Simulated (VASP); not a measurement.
# Mg2CdSe3 (P6_3mc) in VASP: further runs

Runs on Mg2CdSe3. Level: PBE. Tasks: single point, relaxation of cell and atoms.

All numbers are computed with VASP 6.6.1; they aren't measurements. Logs are shortened: lines on timing, memory, paths and dates and some standing lists are left out, and cuts for length are marked.

## Step 1: The cell of the first run

Symmetry: P6_3mc, No. 186, hexagonal system. Conventional cell: a = 4.301 Å, b = 4.301 Å, c = 20.877 Å, α = 90.00°, β = 90.00°, γ = 120.00°. Within 3.4 Å of Mg (site symmetry 3m) lie 4 Se at 2.60 to 2.61 Å. Mg (site symmetry 3m) has 4 Se at 2.61 Å within 3.4 Å. Cd (site symmetry 3m) has 4 Se at 2.66 to 2.68 Å within 3.5 Å. Se (site symmetry 3m) has 4 Mg at 2.60 to 2.61 Å within 3.4 Å. Se (site symmetry 3m) has 3 Mg at 2.61 Å and 1 Cd at 2.68 Å within 3.4 Å. Se (site symmetry 3m) has 1 Mg at 2.61 Å and 3 Cd at 2.66 Å within 3.4 Å.

## Step 2: Single point, PBE

INCAR reads:

```
PREC = Accurate
ENCUT = 520
EDIFF = 1E-7
ISMEAR = 0
SIGMA = 0.1
LREAL = F
LASPH = T
NELM = 60
ALGO = Normal
ISIF = 2
LWAVE = F
LCHARG = T
GGA = PE
LELF = T
LVHAR = T
NBANDS = 46
```

KPOINTS reads:

```
Automatic mesh
0
Gamma
  6 6 1
```

POSCAR reads:

```
Mg2CdSe3
1.0
    4.3008488919      0.0000000000      0.0000000000
   -2.1504244459      3.7246443983      0.0000000000
    0.0000000000      0.0000000000     20.8766175283
Mg Cd Se
4 2 6
Direct
    0.6666666667      0.3333333333      0.1673957153
    0.6666666667      0.3333333333      0.8302598496
    0.3333333333      0.6666666667      0.3302598496
    0.3333333333      0.6666666667      0.6673957153
    0.6666666667      0.3333333333      0.5009146723
    0.3333333333      0.6666666667      0.0009146723
    0.6666666667      0.3333333333      0.2919488533
    0.6666666667      0.3333333333      0.6293914004
    0.6666666667      0.3333333333      0.9550895092
    0.3333333333      0.6666666667      0.1293914004
    0.3333333333      0.6666666667      0.4550895092
    0.3333333333      0.6666666667      0.7919488533
```

Potentials or basis: VASP PAW PBE potentials, release 64 (Mg, Cd, Se).

On the command line:

```
$ cat potpaw_PBE.64/Mg/POTCAR potpaw_PBE.64/Cd/POTCAR potpaw_PBE.64/Se/POTCAR > POTCAR
$ mpirun -np 1 vasp_std > vasp.out
```

OUTCAR:

```text
PREC = Accurate
   ENCUT = 520
   EDIFF = 1E-7
   ISMEAR = 0
   LREAL = F
   LASPH = T
   NELM = 60
   ISIF = 2
   GGA = PE

 ion  position               nearest neighbor table
   1  0.667  0.333  0.167-   7 2.60  10 2.61  10 2.61  10 2.61
   2  0.667  0.333  0.830-   9 2.61  12 2.61  12 2.61  12 2.61
   3  0.333  0.667  0.330-  11 2.61   7 2.61   7 2.61   7 2.61
   4  0.333  0.667  0.667-  12 2.60   8 2.61   8 2.61   8 2.61
   5  0.667  0.333  0.501-  11 2.66  11 2.66  11 2.66   8 2.68
   6  0.333  0.667  0.001-   9 2.66   9 2.66   9 2.66  10 2.68
   7  0.667  0.333  0.292-   1 2.60   3 2.61   3 2.61   3 2.61
   8  0.667  0.333  0.629-   4 2.61   4 2.61   4 2.61   5 2.68
   9  0.667  0.333  0.955-   2 2.61   6 2.66   6 2.66   6 2.66
  10  0.333  0.667  0.129-   1 2.61   1 2.61   1 2.61   6 2.68
  11  0.333  0.667  0.455-   3 2.61   5 2.66   5 2.66   5 2.66
  12  0.333  0.667  0.792-   4 2.60   2 2.61   2 2.61   2 2.61

  LATTYP: Found a hexagonal cell.
 ALAT       =     4.3008488919
 C/A-ratio  =     4.8540690578

  Lattice vectors:

 A1 = (   4.3008488919,   0.0000000000,   0.0000000000)
 A2 = (  -2.1504244459,   3.7246443983,   0.0000000000)
 A3 = (   0.0000000000,   0.0000000000,  20.8766175283)

Analysis of symmetry for initial positions (statically):
=====================================================================
 Subroutine PRICEL returns:
 Original cell was already a primitive cell.

 Routine SETGRP: Setting up the symmetry group for a
 hexagonal supercell.

 Subroutine GETGRP returns: Found 12 space group operations
 (whereof  6 operations were pure point group operations)
 out of a pool of 24 trial point group operations.

The static configuration has the point symmetry C_3v.
 The point group associated with its full space group is C_6v.

Analysis of symmetry for dynamics (positions and initial velocities):
=====================================================================
 Subroutine PRICEL returns:
 Original cell was already a primitive cell.

 Routine SETGRP: Setting up the symmetry group for a
 hexagonal supercell.

 Subroutine GETGRP returns: Found 12 space group operations
 (whereof  6 operations were pure point group operations)
 out of a pool of 24 trial point group operations.

The dynamic configuration has the point symmetry C_3v.
 The point group associated with its full space group is C_6v.

 Subroutine INISYM returns: Found 12 space group operations
 (whereof  6 operations are pure point group operations),
 and found     1 'primitive' translations

----------------------------------------------------------------------------------------

                                     Primitive cell

  volume of cell :     334.4253

  direct lattice vectors                    reciprocal lattice vectors
     4.300848892  0.000000000  0.000000000     0.232512238  0.134241003  0.000000000
    -2.150424446  3.724644398  0.000000000     0.000000000  0.268482006  0.000000000
     0.000000000  0.000000000 20.876617528     0.000000000  0.000000000  0.047900480

  length of vectors
     4.300848892  4.300848892 20.876617528     0.268482006  0.268482006  0.047900480

  position of ions in fractional coordinates (direct lattice)
     0.666666667  0.333333333  0.167395715
     0.666666667  0.333333333  0.830259850
     0.333333333  0.666666667  0.330259850
     0.333333333  0.666666667  0.667395715
     0.666666667  0.333333333  0.500914672
     0.333333333  0.666666667  0.000914672
     0.666666667  0.333333333  0.291948853
     0.666666667  0.333333333  0.629391400
     0.666666667  0.333333333  0.955089509
     0.333333333  0.666666667  0.129391400
     0.333333333  0.666666667  0.455089509
     0.333333333  0.666666667  0.791948853

  ion indices of the primitive-cell ions
   primitive index   ion index
                 1           1
                 2           2
                 3           3
                 4           4
                 5           5
                 6           6
                 7           7
                 8           8
                 9           9
                10          10
                11          11
                12          12

----------------------------------------------------------------------------------------

 KPOINTS: Automatic mesh

Automatic generation of k-mesh.
 Grid dimensions read from file:
 generate k-points for:    6    6    1

 Generating k-lattice:

  Cartesian coordinates                     Fractional coordinates (reciprocal lattice)
     0.038752040  0.022373501  0.000000000     0.166666667  0.000000000  0.000000000
     0.000000000  0.044747001  0.000000000     0.000000000  0.166666667  0.000000000
     0.000000000  0.000000000  0.047900480     0.000000000  0.000000000  1.000000000

  Length of vectors
     0.044747001  0.044747001  0.047900480

  Shift w.r.t. Gamma in fractional coordinates (k-lattice)
     0.000000000  0.000000000  0.000000000

 Subroutine IBZKPT returns following result:
 ===========================================

 Found      7 irreducible k-points:

 Following reciprocal coordinates:
            Coordinates               Weight
  0.000000  0.000000  0.000000      1.000000
  0.166667  0.000000  0.000000      6.000000
  0.333333  0.000000  0.000000      6.000000
  0.500000  0.000000  0.000000      3.000000
  0.166667  0.166667  0.000000      6.000000
  0.333333  0.166667  0.000000     12.000000
  0.333333  0.333333  0.000000      2.000000
   k-points           NKPTS =      7   k-points in BZ     NKDIM =      7   number of bands    NBANDS=     46
   number of dos      NEDOS =    301   number of ions     NIONS =     12
   total plane-waves  NPLWV = 163840
   dimension x,y,z NGX =    32 NGY =   32 NGZ =  160
   dimension x,y,z NGXF=    64 NGYF=   64 NGZF=  320
   ions per type =               4   2   6
   NGX,Y,Z   is equivalent  to a cutoff of  12.37, 12.37, 12.74 a.u.
   NGXF,Y,Z  is equivalent  to a cutoff of  24.74, 24.74, 25.48 a.u.
 SYSTEM =  unknown system
   PREC   = accura    normal or accurate (medium, high low for compatibility)
   ISTART =      0    job   : 0-new  1-cont  2-samecut
   ICHARG =      2    charge: 1-file 2-atom 10-const
   ISPIN  =      1    spin polarized calculation?
   LNONCOLLINEAR =      F non collinear calculations
   LSORBIT =      F    spin-orbit coupling
   LASPH  =      T    aspherical Exc in radial PAW
   ENCUT  =  520.0 eV  38.22 Ry    6.18 a.u.   8.00  8.00 38.82*2*pi/ulx,y,z
   NELM   =     60;   NELMIN=  2; NELMDL= -5     # of ELM steps
   EDIFF  = 0.1E-06   stopping-criterion for ELM
   LREAL  =      F    real-space projection
   EDIFFG = 0.1E-05   stopping-criterion for IOM
   NSW    =      0    number of steps for IOM
   IBRION =     -1    ionic relax: 0-MD 1-quasi-New 2-CG
   NFREE  =      0    steps in history (QN), initial steepest desc. (CG)
   ISIF   =      2    stress and relaxation
   ISYM   =      2    0-nonsym 1-usesym 2-fastsym
   POTIM  = 0.5000    time-step for ionic-motion
   TEBEG  =    0.0;   TEEND  =   0.0 temperature during run
   PSTRESS=    0.0 pullay stress
   NELECT =      68.0000    total number of electrons
   NUPDOWN=      -1.0000    fix difference up-down
   EMIN   =  10.00;   EMAX   =-10.00  energy-range for DOS
   EFERMI =   0.00;   METHOD = LEGACY
   ISMEAR =     0;   SIGMA  =   0.10  broadening in eV -4-tet -1-fermi 0-gaus
   EFERMI_NEDOS =   21; number of points for ismear=-14 and -15
   IALGO  =     38    algorithm
   IMIX   =      4    mixing-type and parameters
     AMIX     =   0.40;   BMIX     =  1.00
     AMIX_MAG =   1.60;   BMIX_MAG =  1.00
  volume/ion in A,a.u.               =      27.87       188.07
  Fermi-wavevector in a.u.,A,eV,Ry     =   0.962671  1.819185 12.609013  0.926736
  Thomas-Fermi vector in A             =   2.092151
   LORBIT       =      0    0 simple, 1 ext, 2 COOP (PROOUT), +10 PAW based schemes
   GGA     = PE    functional components
   LHFCALC =     F    Hartree Fock is set to
   AEXX    =    0.0000 exact exchange contribution
   IVDW    =     0    specifies the selected vdW correction
   LEPSILON=     F    determine dielectric tensor
   LRPA    =     F    only Hartree local field effects (RPA)
 non-spin polarized calculation
 Gauss-broadening in eV      SIGMA  =   0.10
  energy-cutoff  :      520.00
  volume of cell :      334.43
 maximum number of plane-waves:      9066
 NGX is ok and might be reduce to    32
   NGX = 15   NGY = 15   NGZ = 77

 number of electron      67.9999992 magnetization

 Free energy of the ion-electron system (eV)
  ---------------------------------------------------
  ext. energy  EPLUGINS =         0.00000000
  ---------------------------------------------------
  free energy    TOTEN  =       -41.05229502 eV

  energy without entropy =      -41.05229502  energy(sigma->0) =      -41.05229502

 E-fermi :   1.2467     XC(G=0):  -8.2785

 val. band max:        0.7784336187   @ k =   0.0000   0.0000   0.0000
 cond. band min:       2.3226424815   @ k =   0.0000   0.0000   0.0000
 fundamental gap:      1.5442088628
 Fermi energy:         1.2466715079

 k-point     1 :       0.0000    0.0000    0.0000
  band No.  band energies     occupation
      1     -11.2795      2.00000
      2     -11.2015      2.00000
      3     -11.1403      2.00000
      4     -11.0046      2.00000
      5     -10.8249      2.00000
      6     -10.7666      2.00000
[... 38 lines left out ...]
     45       7.0018      0.00000
     46       7.1558      0.00000

 k-point     2 :       0.1667    0.0000    0.0000
  band No.  band energies     occupation
      1     -11.1903      2.00000
      2     -11.1277      2.00000
      3     -11.0535      2.00000
      4     -10.9456      2.00000
      5     -10.7639      2.00000
      6     -10.7186      2.00000
[... 237 lines left out ...]
 k-point     7 :       0.3333    0.3333    0.0000
  band No.  band energies     occupation
      1     -10.8551      2.00000
      2     -10.8551      2.00000
      3     -10.6985      2.00000
      4     -10.6985      2.00000
      5     -10.5675      2.00000
      6     -10.5675      2.00000
[... 38 lines left out ...]
     45       7.3072      0.00000
     46       7.3179      0.00000

------------------------ aborting loop because EDIFF is reached ----------------------------------------

  FORCE on cell =-STRESS in cart. coord.  units (eV):
  Direction    XX          YY          ZZ          XY          YZ          ZX
  --------------------------------------------------------------------------------------
  -------------------------------------------------------------------------------------
  Total        0.1065185      0.1065185      0.1466682      0.0000000      0.0000000      0.0000000
  in kB        0.5103128      0.5103128      0.7026634      0.0000000      0.0000000      0.0000000
  external PRESSURE =       0.5744297 kB  Pullay stress =       0.0000000 kB

 VOLUME and BASIS-vectors are now :
 -----------------------------------------------------------------------------
  energy-cutoff  :      520.00
  volume of cell :      334.43
      direct lattice vectors                 reciprocal lattice vectors
     4.300848892  0.000000000  0.000000000     0.232512238  0.134241003  0.000000000
    -2.150424446  3.724644398  0.000000000     0.000000000  0.268482006  0.000000000
     0.000000000  0.000000000 20.876617528     0.000000000  0.000000000  0.047900480

 POSITION                                       TOTAL-FORCE (eV/Angst)
 -----------------------------------------------------------------------------------
      2.15042      1.24155      3.49466         0.000000      0.000000      0.002432
      2.15042      1.24155     17.33302         0.000000     -0.000000      0.002576
     -0.00000      2.48310      6.89471         0.000000     -0.000000      0.002576
     -0.00000      2.48310     13.93297        -0.000000     -0.000000      0.002432
      2.15042      1.24155     10.45740         0.000000     -0.000000      0.002211
     -0.00000      2.48310      0.01910        -0.000000      0.000000      0.002211
      2.15042      1.24155      6.09490         0.000000     -0.000000     -0.001439
      2.15042      1.24155     13.13956        -0.000000     -0.000000      0.029707
      2.15042      1.24155     19.93904        -0.000000      0.000000     -0.035487
     -0.00000      2.48310      2.70125         0.000000     -0.000000      0.029707
     -0.00000      2.48310      9.50073         0.000000     -0.000000     -0.035487
     -0.00000      2.48310     16.53321        -0.000000      0.000000     -0.001439
 -----------------------------------------------------------------------------------
    total drift:                               -0.000000     -0.000000     -0.001275

  FREE ENERGIE OF THE ION-ELECTRON SYSTEM (eV)
  ---------------------------------------------------
  free  energy   TOTEN  =       -41.0522950213 eV

  energy  without entropy=      -41.0522950213  energy(sigma->0) =      -41.05229502
```

Run time: 87 s. Hardware: 1 thread of Intel Xeon 6975P-C (Granite Rapids), shared host; peak memory 0.45 GiB.

Results:

| Item | Value |
| --- | --- |
| Free energy | -41.0523 eV |
| Pressure | 0.1 GPa |
| Largest force | 0.035 eV/Å |
| Band gap on the k mesh | 1.54 eV |

Forces on the atoms (eV/Å):
```
Mg   0.000  0.000  0.002
Mg   0.000  0.000  0.003
Mg   0.000  0.000  0.003
Mg   0.000  0.000  0.002
Cd   0.000  0.000  0.002
Cd   0.000  0.000  0.002
Se   0.000  0.000 -0.001
Se   0.000  0.000  0.030
Se   0.000  0.000 -0.035
Se   0.000  0.000  0.030
Se   0.000  0.000 -0.035
Se   0.000  0.000 -0.001
```

## Step 3: Single point, PBE

INCAR reads:

```
SYSTEM = Mg2CdSe3
ALGO = Normal
EDIFF = 1E-6
ENCUT = 520
GGA = PE
ISIF = 2
ISMEAR = 0
LASPH = .TRUE.
LCHARG = .TRUE.
LELF = .TRUE.
LREAL = .FALSE.
LVHAR = .TRUE.
LWAVE = .FALSE.
NBANDS = 46
NELM = 60
PREC = Accurate
SIGMA = 0.02
```

KPOINTS reads:

```
k-points
0
G
  6 6 2
  0 0 0
```

POSCAR is that of step 2.

Potentials or basis: VASP PAW PBE potentials, release 64 (Mg, Cd, Se).

On the command line:

```
$ cat potpaw_PBE.64/Mg/POTCAR potpaw_PBE.64/Cd/POTCAR potpaw_PBE.64/Se/POTCAR > POTCAR
$ mpirun -np 1 vasp_std > vasp.out
```

It took 2.3 min on 1 thread of Intel Xeon 6975P-C (Granite Rapids), shared host; peak memory 0.52 GiB.

Results (log left out):

```
Free energy            : -41.0563 eV
Pressure               : 0.1 GPa
Largest force          : 0.036 eV/Å
Band gap on the k mesh : 1.54 eV
```

Forces in eV/Å, atoms in the order of the input:
```
Mg   0.000  0.000  0.002
Mg   0.000  0.000  0.002
Mg   0.000  0.000  0.002
Mg   0.000  0.000  0.002
Cd   0.000  0.000  0.001
Cd   0.000  0.000  0.001
Se   0.000  0.000 -0.001
Se   0.000  0.000  0.031
Se   0.000  0.000 -0.036
Se   0.000  0.000  0.031
Se   0.000  0.000 -0.036
Se   0.000  0.000 -0.001
```

Levels at points of the mesh, in eV from the valence-band top:
| k point | band 30 | band 31 | band 32 | band 33 | band 34 | band 35 | band 36 | band 37 | band 38 | band 39 |
| --- | --- | --- | --- | --- | --- | --- | --- | --- | --- | --- |
| (0.00, 0.00, 0.00) | -0.22 | -0.02 | -0.02 | 0.00 | 0.00 | 1.54 | 2.37 | 3.07 | 3.13 | 3.33 |
| (0.50, 0.00, 0.00) | -1.08 | -1.07 | -0.89 | -0.81 | -0.67 | 2.89 | 3.48 | 3.49 | 3.80 | 3.86 |
| (0.00, 0.00, 0.50) | -0.66 | -0.01 | -0.01 | -0.01 | -0.01 | 1.95 | 1.95 | 3.08 | 3.08 | 3.45 |
| (0.50, 0.00, 0.50) | -1.20 | -1.07 | -1.07 | -0.72 | -0.72 | 3.14 | 3.14 | 3.69 | 3.69 | 3.88 |

A k mesh can miss the band edges.

## Step 4: Relaxation of cell and atoms, PBE

This run uses another cell than the first one, of 23.79 Å³/atom.

INCAR reads:

```
PREC = Accurate ; ENCUT = 600
EDIFF = 1E-6 ; ISMEAR = 0
SIGMA = 0.1 ; LREAL = False
LASPH = True ; NELM = 100
ALGO = Normal ; ISIF = 3
LWAVE = False ; LCHARG = False
GGA = PE ; IBRION = 2
NSW = 90 ; EDIFFG = -0.04
```

KPOINTS reads:

```
Automatic mesh
0
Gamma
  6 6 1
```

POSCAR reads:

```
Mg2CdSe3
1.0
    4.0828309900      0.0000000000      0.0000000000
   -2.0414155000      3.5358353600      0.0000000000
    0.0000000000      0.0000000000     19.7785547400
Mg Cd Se
4 2 6
Direct
    0.6666666700      0.3333333300      0.1661040800
    0.6666666700      0.3333333300      0.8327707400
    0.3333333300      0.6666666700      0.3327707400
    0.3333333300      0.6666666700      0.6661040800
    0.6666666700      0.3333333300      0.4994374100
    0.3333333300      0.6666666700      0.9994374100
    0.6666666700      0.3333333300      0.2922292600
    0.6666666700      0.3333333300      0.6255625900
    0.6666666700      0.3333333300      0.9588959200
    0.3333333300      0.6666666700      0.1255625900
    0.3333333300      0.6666666700      0.4588959200
    0.3333333300      0.6666666700      0.7922292600
```

On the command line:

```
$ cat potpaw_PBE.64/Mg/POTCAR potpaw_PBE.64/Cd/POTCAR potpaw_PBE.64/Se/POTCAR > POTCAR
$ mpirun -np 1 vasp_std > vasp.out
```

Wall time 8.9 min (1 thread of Intel Xeon 6975P-C (Granite Rapids), shared host); peak memory 0.57 GiB.

Results (log left out):

```yaml
Free_energy: -41.0479 eV
Relaxed_volume: 27.88 Å³/atom
Relaxed_cell: a = 4.300 Å, b = 4.300 Å, c = 20.898 Å, α = 90.00°, β = 90.00°, γ = 120.00°
Space_group_after_relaxing_to_0.1_Å: P6_3mc (No. 186)
Energy_gained_by_relaxing: 128.3 meV/atom
Ionic_steps: 8
Pressure_after_relaxing: 0.0 GPa
Largest_force_after_relaxing: 0.030 eV/Å
Band_gap_on_the_k_mesh: 1.54 eV
```

Forces in eV/Å, atoms in the order of the input:
```
Mg   0.000  0.000  0.030
Mg   0.000  0.000 -0.029
Mg   0.000  0.000 -0.029
Mg   0.000  0.000  0.030
Cd   0.000  0.000  0.012
Cd   0.000  0.000  0.012
Se   0.000  0.000 -0.019
Se   0.000  0.000 -0.014
Se   0.000  0.000  0.020
Se   0.000  0.000 -0.014
Se   0.000  0.000  0.020
Se   0.000  0.000 -0.019
```

The path:
```csv
step,energy change (eV),largest force (eV/Å),pressure (GPa),volume (Å³)
1,0.0000,0.9177,10.59,285.53
2,-1.3576,0.1661,-2.32,355.58
3,-1.5023,0.2496,-0.03,335.86
4,-1.5022,0.2408,-0.17,336.92
5,-1.5148,0.1712,-0.13,336.48
6,-1.5349,0.1405,-0.03,335.15
7,-1.5357,0.1388,0.00,334.83
8,-1.5398,0.0296,0.02,334.60
```

Final structure:
```
Mg Cd Se
1.0
     4.29982    0.00000    0.00000
    -2.14991    3.72376    0.00000
     0.00000    0.00000   20.89771
Mg Cd Se
4 2 6
Direct
  0.66667 0.33333 0.16739
  0.66667 0.33333 0.83037
  0.33333 0.66667 0.33037
  0.33333 0.66667 0.66739
  0.66667 0.33333 0.50090
  0.33333 0.66667 0.00090
  0.66667 0.33333 0.29202
  0.66667 0.33333 0.62956
  0.66667 0.33333 0.95475
  0.33333 0.66667 0.12956
  0.33333 0.66667 0.45475
  0.33333 0.66667 0.79202
```

Levels at points of the mesh, in eV from the valence-band top:
| k point | band 30 | band 31 | band 32 | band 33 | band 34 | band 35 | band 36 | band 37 | band 38 | band 39 |
| --- | --- | --- | --- | --- | --- | --- | --- | --- | --- | --- |
| (0.00, 0.00, 0.00) | -0.22 | -0.02 | -0.02 | 0.00 | 0.00 | 1.54 | 2.37 | 3.07 | 3.14 | 3.34 |
| (0.50, 0.00, 0.00) | -1.08 | -1.06 | -0.89 | -0.81 | -0.66 | 2.88 | 3.48 | 3.49 | 3.80 | 3.87 |

Caveat: the volume moved by over 15 % at a fixed basis, so the end points are rough.

## Step 5: Summary

```csv
task,cell,k mesh,cutoff (eV),smearing,gap on the mesh (eV),pressure (GPa),largest force (eV/Å)
single point,"a = 4.301, b = 4.301, c = 20.877 Å, angles 90.0, 90.0, 120.0°, 12 atoms, atomic positions A",6 × 6 × 1,520,gaussian 0.1 eV,1.54,0.1,0.04
single point,"a = 4.301, b = 4.301, c = 20.877 Å, angles 90.0, 90.0, 120.0°, 12 atoms, atomic positions A",6 × 6 × 2,520,gaussian 0.02 eV,1.54,0.1,0.04
relaxation of cell and atoms,"relaxed from a = 4.083, b = 4.083, c = 19.779 Å, angles 90.0, 90.0, 120.0°, 12 atoms, atomic positions B",6 × 6 × 1,600,gaussian 0.1 eV,1.54,0.0,0.03
```

Alike in all rows: level PBE; potentials or basis VASP PAW PBE potentials, release 64 (Mg, Cd, Se); no spin polarisation.

Caveats: the volume moved by over 15 % at a fixed basis, so the end points are rough (at least some runs).

Absolute energies hang on the potentials; compare differences alone.
